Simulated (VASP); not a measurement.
# Cs3SiF6 (Fm-3m) in VASP: single point with r2SCAN

Aim: the single point of Cs3SiF6 with r2SCAN.

Everything below comes from runs of VASP 6.6.1. Logs are shortened: lines on timing, memory, paths and dates and some standing lists are left out, and cuts for length are marked.

### 1 The cell of the first run

It takes space group Fm-3m (No. 225, cubic). The conventional cell has a = 9.558 Å, b = 9.558 Å, c = 9.558 Å, α = 90.00°, β = 90.00°, γ = 90.00°. Cs (site symmetry -43m) has 12 F at 3.41 Å and 4 Cs at 4.14 Å and 4 Si at 4.14 Å within 4.5 Å. Within 3.7 Å of Cs (site symmetry m-3m) lie 6 F at 2.83 Å. Si (site symmetry m-3m) has 6 F at 1.95 Å within 2.6 Å. F (site symmetry 4mm) has 1 Si at 1.95 Å within 2.6 Å.

### 2 Single point, r2SCAN

POSCAR reads:

```
Cs3SiF6
1.0
    0.0000000000      4.7789780000      4.7789780000
    4.7789780000      0.0000000000      4.7789780000
    4.7789780000      4.7789780000      0.0000000000
Cs Si F
3 1 6
Direct
    0.7500000000      0.7500000000      0.7500000000
    0.2500000000      0.2500000000      0.2500000000
    0.0000000000      0.0000000000      0.0000000000
    0.5000000000      0.5000000000      0.5000000000
    0.2965000000      0.7035000000      0.7035000000
    0.7035000000      0.2965000000      0.7035000000
    0.7035000000      0.2965000000      0.2965000000
    0.2965000000      0.7035000000      0.2965000000
    0.7035000000      0.7035000000      0.2965000000
    0.2965000000      0.2965000000      0.7035000000
```

INCAR.step1 reads:

```
SYSTEM = Cs3SiF6
PREC = Accurate ; ENCUT = 520
ISMEAR = 0 ; SIGMA = 0.0188
LREAL = .False. ; LASPH = .True.
NELM = 100 ; NBANDS = 48
GGA = PE ; ALGO = Normal
EDIFF = 1E-4 ; LWAVE = .True.
LCHARG = .False.
```

INCAR.step2 reads:

```
SYSTEM = Cs3SiF6
PREC = Accurate ; ENCUT = 520
EDIFF = 1E-6 ; ISMEAR = 0
SIGMA = 0.0188 ; LREAL = .False.
LASPH = .True. ; NELM = 100
ALGO = Normal ; ISIF = 2
LWAVE = .False. ; LCHARG = .False.
METAGGA = R2SCAN ; LMIXTAU = .True.
NBANDS = 48 ; ISTART = 1
```

KPOINTS reads:

```
Automatic mesh
0
Gamma
  5 5 5
  0 0 0
```

Potentials or basis: VASP PAW PBE potentials, release 64 (Cs_sv, Si, F).

Command:

```bash
cat potpaw_PBE.64/Cs_sv/POTCAR potpaw_PBE.64/Si/POTCAR potpaw_PBE.64/F/POTCAR > POTCAR
cp INCAR.step1 INCAR
mpirun -np 1 vasp_std > vasp.out
cp INCAR.step2 INCAR
mpirun -np 1 vasp_std > vasp.out
```

OUTCAR:

```text
SYSTEM = Cs3SiF6
   PREC = Accurate
   ENCUT = 520
   EDIFF = 1E-6
   ISMEAR = 0
   LREAL = .False.
   LASPH = .True.
   NELM = 100
   ISIF = 2
   METAGGA = R2SCAN
   ISTART = 1

 ion  position               nearest neighbor table
   1  0.750  0.750  0.750-
   2  0.250  0.250  0.250-
   3  0.000  0.000  0.000-
   4  0.500  0.500  0.500-   5 1.95   6 1.95   7 1.95   8 1.95   9 1.95  10 1.95
   5  0.297  0.703  0.703-   4 1.95
   6  0.703  0.297  0.703-   4 1.95
   7  0.703  0.297  0.297-   4 1.95
   8  0.297  0.703  0.297-   4 1.95
   9  0.703  0.703  0.297-   4 1.95
  10  0.297  0.297  0.703-   4 1.95

  LATTYP: Found a face centered cubic cell.
 ALAT       =     9.5579560000

  Lattice vectors:

 A1 = (   0.0000000000,   4.7789780000,   4.7789780000)
 A2 = (   4.7789780000,   0.0000000000,   4.7789780000)
 A3 = (   4.7789780000,   4.7789780000,   0.0000000000)

Analysis of symmetry for initial positions (statically):
=====================================================================
 Subroutine PRICEL returns:
 Original cell was already a primitive cell.

 Routine SETGRP: Setting up the symmetry group for a
 face centered cubic supercell.

 Subroutine GETGRP returns: Found 48 space group operations
 (whereof 48 operations were pure point group operations)
 out of a pool of 48 trial point group operations.

The static configuration has the point symmetry O_h .

Analysis of symmetry for dynamics (positions and initial velocities):
=====================================================================
 Subroutine PRICEL returns:
 Original cell was already a primitive cell.

 Routine SETGRP: Setting up the symmetry group for a
 face centered cubic supercell.

 Subroutine GETGRP returns: Found 48 space group operations
 (whereof 48 operations were pure point group operations)
 out of a pool of 48 trial point group operations.

The dynamic configuration has the point symmetry O_h .

 Subroutine INISYM returns: Found 48 space group operations
 (whereof 48 operations are pure point group operations),
 and found     1 'primitive' translations

----------------------------------------------------------------------------------------

                                     Primitive cell

  volume of cell :     218.2906

  direct lattice vectors                    reciprocal lattice vectors
     0.000000000  4.778978000  4.778978000    -0.104624880  0.104624880  0.104624880
     4.778978000  0.000000000  4.778978000     0.104624880 -0.104624880  0.104624880
     4.778978000  4.778978000  0.000000000     0.104624880  0.104624880 -0.104624880

  length of vectors
     6.758495502  6.758495502  6.758495502     0.181215608  0.181215608  0.181215608

  position of ions in fractional coordinates (direct lattice)
     0.750000000  0.750000000  0.750000000
     0.250000000  0.250000000  0.250000000
     0.000000000  0.000000000  0.000000000
     0.500000000  0.500000000  0.500000000
     0.296500000  0.703500000  0.703500000
     0.703500000  0.296500000  0.703500000
     0.703500000  0.296500000  0.296500000
     0.296500000  0.703500000  0.296500000
     0.703500000  0.703500000  0.296500000
     0.296500000  0.296500000  0.703500000

  ion indices of the primitive-cell ions
   primitive index   ion index
                 1           1
                 2           2
                 3           3
                 4           4
                 5           5
                 6           6
                 7           7
                 8           8
                 9           9
                10          10

----------------------------------------------------------------------------------------

 KPOINTS: Automatic mesh

Automatic generation of k-mesh.
 Grid dimensions read from file:
 generate k-points for:    5    5    5

 Generating k-lattice:

  Cartesian coordinates                     Fractional coordinates (reciprocal lattice)
    -0.020924976  0.020924976  0.020924976     0.200000000  0.000000000  0.000000000
     0.020924976 -0.020924976  0.020924976     0.000000000  0.200000000  0.000000000
     0.020924976  0.020924976 -0.020924976     0.000000000  0.000000000  0.200000000

  Length of vectors
     0.036243122  0.036243122  0.036243122

  Shift w.r.t. Gamma in fractional coordinates (k-lattice)
     0.000000000  0.000000000  0.000000000

 Subroutine IBZKPT returns following result:
 ===========================================

 Found     10 irreducible k-points:

 Following reciprocal coordinates:
            Coordinates               Weight
  0.000000  0.000000  0.000000      1.000000
  0.200000  0.000000  0.000000      8.000000
  0.400000  0.000000  0.000000      8.000000
  0.200000  0.200000  0.000000      6.000000
  0.400000  0.200000  0.000000     24.000000
 -0.400000  0.200000  0.000000     24.000000
 -0.200000  0.200000  0.000000     12.000000
  0.400000  0.400000  0.000000      6.000000
 -0.400000  0.400000  0.000000     12.000000
 -0.400000  0.400000  0.200000     24.000000
   k-points           NKPTS =     10   k-points in BZ     NKDIM =     10   number of bands    NBANDS=     48
   number of dos      NEDOS =    301   number of ions     NIONS =     10
   total plane-waves  NPLWV = 125000
   dimension x,y,z NGX =    50 NGY =   50 NGZ =   50
   dimension x,y,z NGXF=   100 NGYF=  100 NGZF=  100
   ions per type =               3   1   6
   NGX,Y,Z   is equivalent  to a cutoff of  12.30, 12.30, 12.30 a.u.
   NGXF,Y,Z  is equivalent  to a cutoff of  24.60, 24.60, 24.60 a.u.
 SYSTEM =  Cs3SiF6
   PREC   = accura    normal or accurate (medium, high low for compatibility)
   ISTART =      1    job   : 0-new  1-cont  2-samecut
   ICHARG =      0    charge: 1-file 2-atom 10-const
   ISPIN  =      1    spin polarized calculation?
   LNONCOLLINEAR =      F non collinear calculations
   LSORBIT =      F    spin-orbit coupling
   LASPH  =      T    aspherical Exc in radial PAW
   ENCUT  =  520.0 eV  38.22 Ry    6.18 a.u.  12.57 12.57 12.57*2*pi/ulx,y,z
   NELM   =    100;   NELMIN=  2; NELMDL=  0     # of ELM steps
   EDIFF  = 0.1E-05   stopping-criterion for ELM
   LREAL  =      F    real-space projection
   EDIFFG = 0.1E-04   stopping-criterion for IOM
   NSW    =      0    number of steps for IOM
   IBRION =     -1    ionic relax: 0-MD 1-quasi-New 2-CG
   NFREE  =      0    steps in history (QN), initial steepest desc. (CG)
   ISIF   =      2    stress and relaxation
   ISYM   =      2    0-nonsym 1-usesym 2-fastsym
   POTIM  = 0.5000    time-step for ionic-motion
   TEBEG  =    0.0;   TEEND  =   0.0 temperature during run
   PSTRESS=    0.0 pullay stress
   NELECT =      73.0000    total number of electrons
   NUPDOWN=      -1.0000    fix difference up-down
   EMIN   =  10.00;   EMAX   =-10.00  energy-range for DOS
   EFERMI =   0.00;   METHOD = LEGACY
   ISMEAR =     0;   SIGMA  =   0.02  broadening in eV -4-tet -1-fermi 0-gaus
   EFERMI_NEDOS =   21; number of points for ismear=-14 and -15
   IALGO  =     38    algorithm
   IMIX   =      4    mixing-type and parameters
     AMIX     =   0.40;   BMIX     =  1.00
     AMIX_MAG =   1.60;   BMIX_MAG =  1.00
  volume/ion in A,a.u.               =      21.83       147.31
  Fermi-wavevector in a.u.,A,eV,Ry     =   1.136329  2.147350 17.568435  1.291244
  Thomas-Fermi vector in A             =   2.273034
   LORBIT       =      0    0 simple, 1 ext, 2 COOP (PROOUT), +10 PAW based schemes
   METAGGA = R2SCAN    functional components
   LHFCALC =     F    Hartree Fock is set to
   AEXX    =    0.0000 exact exchange contribution
   IVDW    =     0    specifies the selected vdW correction
   LEPSILON=     F    determine dielectric tensor
   LRPA    =     F    only Hartree local field effects (RPA)
 non-spin polarized calculation
 Gauss-broadening in eV      SIGMA  =   0.02
  energy-cutoff  :      520.00
  volume of cell :      218.29
 maximum number of plane-waves:      5961
 NGX is ok and might be reduce to    50
   NGX = 25   NGY = 25   NGZ = 25

 number of electron      73.0000007 magnetization

 Free energy of the ion-electron system (eV)
  ---------------------------------------------------
  ext. energy  EPLUGINS =         0.00000000
  ---------------------------------------------------
  free energy    TOTEN  =      -130.09831405 eV

  energy without entropy =     -130.09629768  energy(sigma->0) =     -130.09730587

 E-fermi :   4.3078     XC(G=0):  -8.9237

 val. band max:        4.2997244656   @ k =   0.4000   0.2000   0.0000
 cond. band min:       4.3373229611   @ k =  -0.4000   0.4000   0.2000
 fundamental gap:      0.0375984955
 Fermi energy:         4.3078151707

 k-point     1 :       0.0000    0.0000    0.0000
  band No.  band energies     occupation
      1     -23.6393      2.00000
      2     -23.1308      2.00000
      3     -23.1308      2.00000
      4     -23.1308      2.00000
      5     -22.9331      2.00000
      6     -22.9331      2.00000
[... 40 lines left out ...]
     47       9.6867      0.00000
     48       9.6867      0.00000

 k-point     2 :       0.2000    0.0000    0.0000
  band No.  band energies     occupation
      1     -23.6258      2.00000
      2     -23.1455      2.00000
      3     -23.1287      2.00000
      4     -23.1287      2.00000
      5     -22.9350      2.00000
      6     -22.9350      2.00000
[... 40 lines left out ...]
     47       8.9423      0.00000
     48       9.0894      0.00000

 k-point     3 :       0.4000    0.0000    0.0000
  band No.  band energies     occupation
      1     -23.6023      2.00000
      2     -23.1716      2.00000
      3     -23.1255      2.00000
      4     -23.1255      2.00000
      5     -22.9386      2.00000
      6     -22.9386      2.00000
[... 346 lines left out ...]
     47       8.5676      0.00000
     48       8.7951      0.00000

 k-point    10 :      -0.4000    0.4000    0.2000
  band No.  band energies     occupation
      1     -23.5935      2.00000
      2     -23.1514      2.00000
      3     -23.1339      2.00000
      4     -23.1301      2.00000
      5     -22.9594      2.00000
      6     -22.9362      2.00000
[... 40 lines left out ...]
     47       8.3287      0.00000
     48       8.6907      0.00000

------------------------ aborting loop because EDIFF is reached ----------------------------------------

  FORCE on cell =-STRESS in cart. coord.  units (eV):
  Direction    XX          YY          ZZ          XY          YZ          ZX
  --------------------------------------------------------------------------------------
  -------------------------------------------------------------------------------------
  Total       -3.5132635     -3.5132635     -3.5132635      0.0000000     -0.0000000      0.0000000
  in kB      -25.7861330    -25.7861330    -25.7861330      0.0000000     -0.0000000      0.0000000
  external PRESSURE =     -25.7861330 kB  Pullay stress =       0.0000000 kB

 VOLUME and BASIS-vectors are now :
 -----------------------------------------------------------------------------
  energy-cutoff  :      520.00
  volume of cell :      218.29
      direct lattice vectors                 reciprocal lattice vectors
     0.000000000  4.778978000  4.778978000    -0.104624880  0.104624880  0.104624880
     4.778978000  0.000000000  4.778978000     0.104624880 -0.104624880  0.104624880
     4.778978000  4.778978000  0.000000000     0.104624880  0.104624880 -0.104624880

 POSITION                                       TOTAL-FORCE (eV/Angst)
 -----------------------------------------------------------------------------------
      7.16847      7.16847      7.16847        -0.000000     -0.000000     -0.000000
      2.38949      2.38949      2.38949        -0.000000     -0.000000      0.000000
      0.00000      0.00000      0.00000        -0.000000      0.000000      0.000000
      4.77898      4.77898      4.77898        -0.000000      0.000000      0.000000
      6.72402      4.77898      4.77898        -0.902074      0.000000      0.000000
      4.77898      6.72402      4.77898        -0.000000     -0.902074      0.000000
      2.83393      4.77898      4.77898         0.902074      0.000000      0.000000
      4.77898      2.83393      4.77898        -0.000000      0.902074      0.000000
      4.77898      4.77898      6.72402        -0.000000      0.000000     -0.902074
      4.77898      4.77898      2.83393        -0.000000      0.000000      0.902074
 -----------------------------------------------------------------------------------
    total drift:                                0.000000      0.000000      0.000000

  FREE ENERGIE OF THE ION-ELECTRON SYSTEM (eV)
  ---------------------------------------------------
  free  energy   TOTEN  =      -130.0983140540 eV

  energy  without entropy=     -130.0962976774  energy(sigma->0) =     -130.09730587
```

It took 15 min on 1 thread of AMD EPYC 7R43 (Zen 3), shared host; peak memory 0.38 GiB.

What came out:

```yaml
Free_energy: -130.0983 eV
Pressure: -2.6 GPa
Largest_force: 0.902 eV/Å
Band_gap_on_the_k_mesh: zero (an odd number of electrons rules out a gap without spin polarisation)
```

Forces on the atoms (eV/Å):
```
Cs   0.000  0.000  0.000
Cs   0.000  0.000  0.000
Cs   0.000  0.000  0.000
Si   0.000  0.000  0.000
F   -0.902  0.000  0.000
F    0.000 -0.902  0.000
F    0.902  0.000  0.000
F    0.000  0.902  0.000
F    0.000  0.000 -0.902
F    0.000  0.000  0.902
```

Caveat: the PAW data sets were made with another functional, which shifts forces and pressure a little; spin-orbit coupling is left out, which moves the levels of the heavy elements; an odd number of electrons without spin polarisation forces a metal; a magnetic or distorted state may lie lower.
